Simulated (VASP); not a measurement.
Write the native input for VASP 6.6.1 that does the following.

* Task: relaxation of cell and atoms
* Functional: PBE
* Potentials or basis: VASP PAW PBE potentials, release 64 (Ge_d, As)
* Cutoff: 600 eV
* k mesh: 6 × 6 × 6
* Occupations: gaussian, width 0.1 eV
* Spin: no spin polarisation
* Dipole correction: no
* Further INCAR settings: ALGO = Normal; EDIFF = 1e-06; IBRION = 2; EDIFFG = -0.04; NSW = 90; ISIF = 3

The structure of Ge2As lies in POSCAR:

```
Ge2As
1.0
    0.0000000000      3.0201735495      3.0201735495
    3.0201735495      0.0000000000      3.0201735495
    3.0201735495      3.0201735495      0.0000000000
Ge As
2 1
Direct
    0.2500000000      0.2500000000      0.2500000000
    0.7500000000      0.7500000000      0.7500000000
    0.0000000000      0.0000000000      0.0000000000
```

These files were run (other wordings do the same):

INCAR

```
PREC = Accurate ; ENCUT = 600
EDIFF = 1E-6 ; ISMEAR = 0
SIGMA = 0.1 ; LREAL = F
LASPH = T ; NELM = 60
ALGO = Normal ; ISIF = 3
LWAVE = F ; LCHARG = F
GGA = PE ; IBRION = 2
NSW = 90 ; EDIFFG = -0.04
```

KPOINTS

```
regular mesh
0
Gamma
  6 6 6
```

Potentials or basis: VASP PAW PBE potentials, release 64 (Ge_d, As).

Launch:

```bash
$ cat potpaw_PBE.64/Ge_d/POTCAR potpaw_PBE.64/As/POTCAR > POTCAR
$ mpirun -np 1 vasp_std > vasp.out
```

It gave:

```json
{"Relaxed volume": "22.75 Å³/atom", "Relaxed cell": "a = 4.587 Å, b = 4.587 Å, c = 4.587 Å, α = 60.00°, β = 60.00°, γ = 60.00°", "Space group after relaxing (to 0.1 Å)": "Fm-3m (No. 225)", "Energy gained by relaxing": "206.7 meV/atom", "Ionic steps": "3", "Pressure after relaxing": "0.2 GPa", "Band gap on the k mesh": "zero (an odd number of electrons rules out a gap without spin polarisation)"}
```

Caveat: the volume moved by over 15 % at a fixed basis, so the end points are rough.

Wall time 110 s on 1 thread of Intel Xeon 8259CL, on a shared host, peak memory 0.22 GiB.
